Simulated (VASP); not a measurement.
# Mg (I4/mmm) in VASP: notebook

Aim: see how the results for Mg move with the level of theory and the settings. Levels: PBE+D4, PBE. Tasks: single point.

Program: VASP 6.6.1. These are calculated values, not measurements. Logs are shortened: lines on timing, memory, paths and dates and some standing lists are left out, and cuts for length are marked.

### 1 The cell of the first run

Symmetry: I4/mmm, No. 139, tetragonal system. Conventional cell: a = 3.672 Å, b = 3.672 Å, c = 3.359 Å, α = 90.00°, β = 90.00°, γ = 90.00°. Within 4.1 Å of Mg (site symmetry 4/mmm) lie 14 Mg at 3.09 to 3.67 Å.

### 2 Single point, PBE+D4

File INCAR:

```
PREC     = Accurate       # precision mode
ENCUT    = 600            # plane-wave cutoff, eV
EDIFF    = 1E-6           # SCF threshold, eV
ISMEAR   = 0              # smearing method
SIGMA    = 0.1            # smearing width, eV
LREAL    = False          # projectors in reciprocal space
LASPH    = True           # aspherical terms in the spheres
NELM     = 120            # most SCF steps
ALGO     = Normal         # electronic algorithm
ISIF     = 2              # what is computed and relaxed
LWAVE    = False          # write WAVECAR
LCHARG   = True           # write CHGCAR
GGA      = PE             # functional
IVDW     = 13             # dispersion correction
LELF     = True           # ELF
LVHAR    = True         
ISYM     = 0            
NBANDS   = 7              # bands
GGA_COMPAT= False
```

File KPOINTS:

```
Automatic mesh
0
Gamma
  2 6 3
```

File POSCAR:

```
Mg
1.0
   -1.8359916300      1.8359916300      1.6794040200
    1.8359916300     -1.8359916300      1.6794040200
    1.8359916300      1.8359916300     -1.6794040200
Mg
1
Direct
   -0.0220668079     -0.0166143795     -0.0150123146
```

Potentials or basis: VASP PAW PBE potentials, release 64 (Mg).

Launch:

```console
> cat potpaw_PBE.64/Mg/POTCAR > POTCAR
> mpirun -np 1 vasp_std > vasp.out
```

OUTCAR:

```text
PREC = Accurate
   ENCUT = 600
   EDIFF = 1E-6
   ISMEAR = 0
   LREAL = False
   LASPH = True
   NELM = 120
   ISIF = 2
   GGA = PE
   IVDW = 13
   ISYM = 0

 ion  position               nearest neighbor table
   1  0.978  0.983  0.985-

IMPORTANT INFORMATION: All symmetrisations will be switched off!
NOSYMM: (Re-)initialisation of all symmetry stuff for point group C_1.

----------------------------------------------------------------------------------------

                                     Primitive cell

  volume of cell :      22.6442

  direct lattice vectors                    reciprocal lattice vectors
    -1.835991630  1.835991630  1.679404020     0.000000000  0.272332396  0.297724665
     1.835991630 -1.835991630  1.679404020     0.272332396  0.000000000  0.297724665
     1.835991630  1.835991630 -1.679404020     0.272332396  0.272332396  0.000000000

  length of vectors
     3.092269133  3.092269133  3.092269133     0.403490905  0.403490905  0.385136168

  position of ions in fractional coordinates (direct lattice)
     0.977933192  0.983385621  0.984987685

  ion indices of the primitive-cell ions
   primitive index   ion index
                 1           1

----------------------------------------------------------------------------------------

 KPOINTS: Automatic mesh

Automatic generation of k-mesh.
 Grid dimensions read from file:
 generate k-points for:    2    6    3

 Generating k-lattice:

  Cartesian coordinates                     Fractional coordinates (reciprocal lattice)
     0.000000000  0.136166198  0.148862333     0.500000000  0.000000000  0.000000000
     0.045388733  0.000000000  0.049620778     0.000000000  0.166666667  0.000000000
     0.090777465  0.090777465  0.000000000     0.000000000  0.000000000  0.333333333

  Length of vectors
     0.201745453  0.067248484  0.128378723

  Shift w.r.t. Gamma in fractional coordinates (k-lattice)
     0.000000000  0.000000000  0.000000000

 -----------------------------------------------------------------------------
|                                                                             |
|           W    W    AA    RRRRR   N    N  II  N    N   GGGG   !!!           |
|           W    W   A  A   R    R  NN   N  II  NN   N  G    G  !!!           |
|           W    W  A    A  R    R  N N  N  II  N N  N  G       !!!           |
|           W WW W  AAAAAA  RRRRR   N  N N  II  N  N N  G  GGG   !            |
|           WW  WW  A    A  R   R   N   NN  II  N   NN  G    G                |
|           W    W  A    A  R    R  N    N  II  N    N   GGGG   !!!           |
|                                                                             |
|     Your reciprocal lattice and k-lattice belong to different lattice       |
|     classes:                                                                |
[... 65 lines left out ...]
   TEBEG  =    0.0;   TEEND  =   0.0 temperature during run
   PSTRESS=    0.0 pullay stress
   NELECT =       2.0000    total number of electrons
   NUPDOWN=      -1.0000    fix difference up-down
   EMIN   =  10.00;   EMAX   =-10.00  energy-range for DOS
   EFERMI =   0.00;   METHOD = LEGACY
   ISMEAR =     0;   SIGMA  =   0.10  broadening in eV -4-tet -1-fermi 0-gaus
   EFERMI_NEDOS =   21; number of points for ismear=-14 and -15
   IALGO  =     38    algorithm
   IMIX   =      4    mixing-type and parameters
     AMIX     =   0.40;   BMIX     =  1.00
     AMIX_MAG =   1.60;   BMIX_MAG =  1.00
  volume/ion in A,a.u.               =      22.64       152.81
  Fermi-wavevector in a.u.,A,eV,Ry     =   0.729065  1.377732  7.231974  0.531535
  Thomas-Fermi vector in A             =   1.820694
   LORBIT       =      0    0 simple, 1 ext, 2 COOP (PROOUT), +10 PAW based schemes
   GGA     = PE    functional components
   LHFCALC =     F    Hartree Fock is set to
   AEXX    =    0.0000 exact exchange contribution
   IVDW    =    13    specifies the selected vdW correction
   LEPSILON=     F    determine dielectric tensor
   LRPA    =     F    only Hartree local field effects (RPA)
 non-spin polarized calculation
 Gauss-broadening in eV      SIGMA  =   0.10
  energy-cutoff  :      600.00
  volume of cell :       22.64
 maximum number of plane-waves:       763
 NGX is ok and might be reduce to    28
   NGX = 13   NGY = 13   NGZ = 13

 number of electron       2.0000000 magnetization

 Free energy of the ion-electron system (eV)
  ---------------------------------------------------
  ext. energy  EPLUGINS =         0.00000000
  ---------------------------------------------------
  free energy    TOTEN  =        -1.31673915 eV

  energy without entropy =       -1.31326872  energy(sigma->0) =       -1.31500393

 E-fermi :   3.0613     XC(G=0):  -8.5365

 val. band max:        3.0602406449   @ k =   0.0000   0.3333   0.3333
 cond. band min:       3.2443016909   @ k =   0.5000   0.5000   0.3333
 fundamental gap:      0.1840610460
 Fermi energy:         3.0613214628

 k-point     1 :       0.0000    0.0000    0.0000
  band No.  band energies     occupation
      1      -4.2832      2.00000
      2      14.6853      0.00000
      3      16.5308      0.00000
      4      16.5471      0.00000
      5      16.8654      0.00000
      6      17.0900      0.00000
      7      17.0915      0.00000
[... 181 lines left out ...]
 k-point    20 :       0.5000   -0.1667    0.3333
  band No.  band energies     occupation
      1       2.0270      2.00000
      2       4.6160      0.00000
      3       5.3617      0.00000
      4      11.5725      0.00000
      5      12.5657      0.00000
      6      15.9044      0.00000
      7      18.7163      0.00000

------------------------ aborting loop because EDIFF is reached ----------------------------------------

  DFT-D4 for vdW energy calculation

  Edisp (eV):   -0.16494

  FORCE on cell =-STRESS in cart. coord.  units (eV):
  Direction    XX          YY          ZZ          XY          YZ          ZX
  --------------------------------------------------------------------------------------
  -------------------------------------------------------------------------------------
  Total       0.02442    -0.80718     0.73184    -0.61450     1.00951    -0.05181
  in kB       1.72774   -57.11141    51.78102   -43.47874    71.42756    -3.66572
  external pressure =       -1.20 kB  Pullay stress =        0.00 kB

 VOLUME and BASIS-vectors are now :
 -----------------------------------------------------------------------------
  energy-cutoff  :      600.00
  volume of cell :       22.64
      direct lattice vectors                 reciprocal lattice vectors
    -1.835991630  1.835991630  1.679404020     0.000000000  0.272332396  0.297724665
     1.835991630 -1.835991630  1.679404020     0.272332396  0.000000000  0.297724665
     1.835991630  1.835991630 -1.679404020     0.272332396  0.272332396  0.000000000

 POSITION                                       TOTAL-FORCE (eV/Angst)
 -----------------------------------------------------------------------------------
      1.81844      1.79842      1.63965        -0.000000     -0.000000     -0.000000
 -----------------------------------------------------------------------------------
    total drift:                               -0.000000     -0.000000     -0.000000

  FREE ENERGIE OF THE ION-ELECTRON SYSTEM (eV)
  ---------------------------------------------------
  free  energy   TOTEN  =        -1.4816761143 eV

  energy  without entropy=       -1.4782056855  energy(sigma->0) =       -1.47994090
```

OSZICAR:

```text
N       E                     dE             d eps       ncg     rms          rms(c)
DAV:   1    -0.421556153774E+00   -0.42156E+00   -0.78509E+02   294   0.220E+02
DAV:   2    -0.132267925097E+01   -0.90112E+00   -0.84160E+00   399   0.127E+01
DAV:   3    -0.132537164205E+01   -0.26924E-02   -0.26922E-02   315   0.824E-01
DAV:   4    -0.132537808704E+01   -0.64450E-05   -0.64449E-05   427   0.299E-02
DAV:   5    -0.132537813752E+01   -0.50488E-07   -0.50399E-07   336   0.164E-03    0.684E-01
DAV:   6    -0.132124213131E+01    0.41360E-02   -0.33056E-04   301   0.128E-01    0.437E-01
DAV:   7    -0.131673297294E+01    0.45092E-02   -0.14988E-03   287   0.227E-01    0.250E-02
DAV:   8    -0.131673975855E+01   -0.67856E-05   -0.98705E-06   371   0.187E-02    0.556E-03
DAV:   9    -0.131673914837E+01    0.61018E-06   -0.71659E-07   329   0.359E-03
   1 F= -.14816761E+01 E0= -.14799409E+01  d E =-.347043E-02
```

stdout:

```text
POSCAR found type information on POSCAR Mg
 POSCAR found :  1 types and       1 ions
 scaLAPACK will be used
 LDA part: xc-table for (Slater+PW92), standard interpolation
 -----------------------------------------------------------------------------
|                                                                             |
|           W    W    AA    RRRRR   N    N  II  N    N   GGGG   !!!           |
|           W    W   A  A   R    R  NN   N  II  NN   N  G    G  !!!           |
|           W    W  A    A  R    R  N N  N  II  N N  N  G       !!!           |
|           W WW W  AAAAAA  RRRRR   N  N N  II  N  N N  G  GGG   !            |
|           WW  WW  A    A  R   R   N   NN  II  N   NN  G    G                |
|           W    W  A    A  R    R  N    N  II  N    N   GGGG   !!!           |
|                                                                             |
|     Your reciprocal lattice and k-lattice belong to different lattice       |
|     classes:                                                                |
|                                                                             |
|        The reciprocal lattice is body-centered tetragonal,                  |
|        whereas your k-lattice is triclinic.                                 |
|                                                                             |
|     Results are often still useful ...                                      |
|                                                                             |
 -----------------------------------------------------------------------------

 POSCAR, INCAR and KPOINTS ok, starting setup
 FFT: planning ... GRIDC
 FFT: planning ... GRID_SOFT
 FFT: planning ... GRID
 WAVECAR not read
 entering main loop
```

Run time: 11 s. Hardware: 1 thread of Intel Xeon 8259CL, shared host; peak memory 0.15 GiB.

What came out:

```
Free energy                : -1.4817 eV
Pressure                   : -0.1 GPa
Band gap on the k mesh     : zero (bands 1 and 2 overlap by 2.07 eV)
Dispersion energy per atom : -0.165 eV
```

Caveat: the k points lie up to 1.07 Å⁻¹ apart, too coarse for converged energies and pressures of a metal.

### 3 Single point, PBE

File INCAR:

```
SYSTEM = Mg
ALGO = Normal ; EDIFF = 1E-6
ENCUT = 600 ; GGA = PE
GGA_COMPAT = .FALSE. ; ISIF = 2
ISMEAR = 0 ; LASPH = .TRUE.
LCHARG = .TRUE. ; LELF = .TRUE.
LREAL = .FALSE. ; LVHAR = .TRUE.
LWAVE = .FALSE. ; NBANDS = 7
NELM = 120 ; PREC = Accurate
SIGMA = 0.1
```

File KPOINTS:

```
k-points
0
G
  6 6 6
  0 0 0
```

POSCAR: that of step 2 with these lines changed.

```diff
@@ -8,2 +8,2 @@
 Direct
-   -0.0220668079     -0.0166143795     -0.0150123146
+    0.6290000000      0.0810000000      0.3170000000
```

Potentials or basis: VASP PAW PBE potentials, release 64 (Mg).

Launch:

```console
> cat potpaw_PBE.64/Mg/POTCAR > POTCAR
> mpirun -np 1 vasp_std > vasp.out
```

It took 12 s on 1 thread of Intel Xeon 8259CL, shared host; peak memory 0.15 GiB.

It converged, with:

| Item | Value |
| --- | --- |
| Free energy | -1.4639 eV |
| Pressure | 0.5 GPa |
| Band gap on the k mesh | zero (bands 1 and 2 overlap by 4.55 eV) |

Stress tensor (GPa, compression positive):
```
-0.86  0.00  0.00
 0.00 -0.86  0.00
 0.00  0.00  3.26
```

Levels at points of the mesh, in eV from the Fermi level:
```
           k point  band 1  band 2  band 3  band 4  band 5  band 6
(0.00, 0.00, 0.00)   -7.14   11.82   13.68   13.68   14.01   14.23
(0.50, 0.00, 0.00)   -1.49   -0.81    8.06    8.86    9.62   11.24
(0.50, 0.50, 0.00)   -1.90   -1.46    9.68   10.40   11.37   11.94
(0.50, 0.50, 0.50)    3.08    3.08    3.45    4.02    5.25    7.87
```

Caveat: the k points lie up to 0.42 Å⁻¹ apart, too coarse for converged energies and pressures of a metal.

### 4 Single point, PBE

File INCAR:

```
SYSTEM = Mg
PREC = Accurate
ENCUT = 500
EDIFF = 1E-6
ISMEAR = 0
SIGMA = 0.1
LREAL = .FALSE.
LASPH = .TRUE.
NELM = 120
ALGO = Normal
ISIF = 2
LWAVE = .FALSE.
LCHARG = .FALSE.
GGA = PE
ISYM = -1
NBANDS = 7
GGA_COMPAT = .FALSE.
```

File KPOINTS:

```
explicit points
20
Reciprocal
  0.05000000   0.25000000   0.06250000 1
  0.05000000   0.25000000   0.31250000 1
  0.05000000   0.25000000   0.56250000 1
  0.05000000   0.25000000   0.81250000 1
  0.25000000   0.25000000   0.06250000 1
  0.25000000   0.25000000   0.31250000 1
  0.25000000   0.25000000   0.56250000 1
  0.25000000   0.25000000   0.81250000 1
  0.45000000   0.25000000   0.06250000 1
  0.45000000   0.25000000   0.31250000 1
  0.45000000   0.25000000   0.56250000 1
  0.45000000   0.25000000   0.81250000 1
  0.65000000   0.25000000   0.06250000 1
  0.65000000   0.25000000   0.31250000 1
  0.65000000   0.25000000   0.56250000 1
  0.65000000   0.25000000   0.81250000 1
  0.85000000   0.25000000   0.06250000 1
  0.85000000   0.25000000   0.31250000 1
  0.85000000   0.25000000   0.56250000 1
  0.85000000   0.25000000   0.81250000 1
```

POSCAR: that of step 3 with these lines changed.

```diff
@@ -8,2 +8,2 @@
 Direct
-    0.6290000000      0.0810000000      0.3170000000
+    0.0000000000      0.0000000000      0.0000000000
```

Potentials or basis: VASP PAW PBE potentials, release 64 (Mg).

Launch:

```console
> cat potpaw_PBE.64/Mg/POTCAR > POTCAR
> mpirun -np 1 vasp_std > vasp.out
```

OUTCAR:

```text
SYSTEM = Mg
   PREC = Accurate
   ENCUT = 500
   EDIFF = 1E-6
   ISMEAR = 0
   LREAL = .FALSE.
   LASPH = .TRUE.
   NELM = 120
   ISIF = 2
   GGA = PE
   ISYM = -1

 ion  position               nearest neighbor table
   1  0.000  0.000  0.000-

IMPORTANT INFORMATION: All symmetrisations will be switched off!
NOSYMM: (Re-)initialisation of all symmetry stuff for point group C_1.

----------------------------------------------------------------------------------------

                                     Primitive cell

  volume of cell :      22.6442

  direct lattice vectors                    reciprocal lattice vectors
    -1.835991630  1.835991630  1.679404020     0.000000000  0.272332396  0.297724665
     1.835991630 -1.835991630  1.679404020     0.272332396  0.000000000  0.297724665
     1.835991630  1.835991630 -1.679404020     0.272332396  0.272332396  0.000000000

  length of vectors
     3.092269133  3.092269133  3.092269133     0.403490905  0.403490905  0.385136168

  position of ions in fractional coordinates (direct lattice)
     0.000000000  0.000000000  0.000000000

  ion indices of the primitive-cell ions
   primitive index   ion index
                 1           1

----------------------------------------------------------------------------------------

 KPOINTS: explicit points

Read explicit list of k-points.

 Found     20 k-points:

 Following reciprocal coordinates:
            Coordinates               Weight
  0.050000  0.250000  0.062500      0.050000
  0.050000  0.250000  0.312500      0.050000
  0.050000  0.250000  0.562500      0.050000
  0.050000  0.250000  0.812500      0.050000
  0.250000  0.250000  0.062500      0.050000
  0.250000  0.250000  0.312500      0.050000
[... 12 lines left out ...]
  0.850000  0.250000  0.562500      0.050000
  0.850000  0.250000  0.812500      0.050000
   k-points           NKPTS =     20   k-points in BZ     NKDIM =     20   number of bands    NBANDS=      7
   number of dos      NEDOS =    301   number of ions     NIONS =      1
   total plane-waves  NPLWV =  13824
   dimension x,y,z NGX =    24 NGY =   24 NGZ =   24
   dimension x,y,z NGXF=    48 NGYF=   48 NGZF=   48
   ions per type =               1
[... 37 lines left out ...]
   GGA     = PE    functional components
   LHFCALC =     F    Hartree Fock is set to
   AEXX    =    0.0000 exact exchange contribution
   IVDW    =     0    specifies the selected vdW correction
   LEPSILON=     F    determine dielectric tensor
   LRPA    =     F    only Hartree local field effects (RPA)
 non-spin polarized calculation
 Gauss-broadening in eV      SIGMA  =   0.10
  energy-cutoff  :      500.00
  volume of cell :       22.64
 maximum number of plane-waves:       582
 NGX is ok and might be reduce to    24
   NGX = 11   NGY = 11   NGZ = 11

 number of electron       2.0000000 magnetization

 Free energy of the ion-electron system (eV)
  ---------------------------------------------------
  ext. energy  EPLUGINS =         0.00000000
  ---------------------------------------------------
  free energy    TOTEN  =        -1.57566760 eV

  energy without entropy =       -1.57456746  energy(sigma->0) =       -1.57511753

 E-fermi :   3.0633     XC(G=0):  -8.5377

 val. band max:        2.9346653527   @ k =   0.2500   0.2500   0.3125
 cond. band min:       3.1918189754   @ k =   0.4500   0.2500   0.8125
 fundamental gap:      0.2571536226
 Fermi energy:         3.0633413451

 k-point     1 :       0.0500    0.2500    0.0625
  band No.  band energies     occupation
      1      -1.8743      2.00000
      2       7.1289      0.00000
      3      10.0327      0.00000
      4      11.4895      0.00000
      5      14.9035      0.00000
      6      16.4172      0.00000
      7      20.2271      0.00000
[... 181 lines left out ...]
 k-point    20 :       0.8500    0.2500    0.8125
  band No.  band energies     occupation
      1      -2.8406      2.00000
      2       9.5464      0.00000
      3      10.6234      0.00000
      4      12.7507      0.00000
      5      15.7533      0.00000
      6      16.1308      0.00000
      7      19.1568      0.00000

------------------------ aborting loop because EDIFF is reached ----------------------------------------

  FORCE on cell =-STRESS in cart. coord.  units (eV):
  Direction    XX          YY          ZZ          XY          YZ          ZX
  --------------------------------------------------------------------------------------
  -------------------------------------------------------------------------------------
  Total       -0.8001309      0.0368143      0.4490149      0.7493283      0.7541845     -0.5491736
  in kB      -56.6128528      2.6047782     31.7698174     53.0183456     53.3619373    -38.8564991
  external PRESSURE =      -7.4127524 kB  Pullay stress =       0.0000000 kB

 VOLUME and BASIS-vectors are now :
 -----------------------------------------------------------------------------
  energy-cutoff  :      500.00
  volume of cell :       22.64
      direct lattice vectors                 reciprocal lattice vectors
    -1.835991630  1.835991630  1.679404020     0.000000000  0.272332396  0.297724665
     1.835991630 -1.835991630  1.679404020     0.272332396  0.000000000  0.297724665
     1.835991630  1.835991630 -1.679404020     0.272332396  0.272332396  0.000000000

 POSITION                                       TOTAL-FORCE (eV/Angst)
 -----------------------------------------------------------------------------------
      0.00000      0.00000      0.00000        -0.000000      0.000000     -0.000000
 -----------------------------------------------------------------------------------
    total drift:                               -0.000000      0.000000     -0.000000

  FREE ENERGIE OF THE ION-ELECTRON SYSTEM (eV)
  ---------------------------------------------------
  free  energy   TOTEN  =        -1.5756676001 eV

  energy  without entropy=       -1.5745674551  energy(sigma->0) =       -1.57511753
```

stdout:

```text
POSCAR found type information on POSCAR Mg
 POSCAR found :  1 types and       1 ions
 scaLAPACK will be used
 LDA part: xc-table for (Slater+PW92), standard interpolation
 POSCAR, INCAR and KPOINTS ok, starting setup
 FFT: planning ... GRIDC
 FFT: planning ... GRID_SOFT
 FFT: planning ... GRID
 WAVECAR not read
 entering main loop
```

Run time: 1.9 s. Hardware: 1 thread of Intel Xeon 6975P-C (Granite Rapids), shared host; peak memory 0.13 GiB.

Results:

```
Free energy : -1.5757 eV
Pressure    : -0.7 GPa
```

Levels at points of the mesh, in eV from the Fermi level:
| k point | band 1 | band 2 | band 3 | band 4 | band 5 |
| --- | --- | --- | --- | --- | --- |
| (0.05, 0.25, 0.06) | -4.94 | 4.07 | 6.97 | 8.43 | 11.84 |

(Continued in part 2 of 2.)
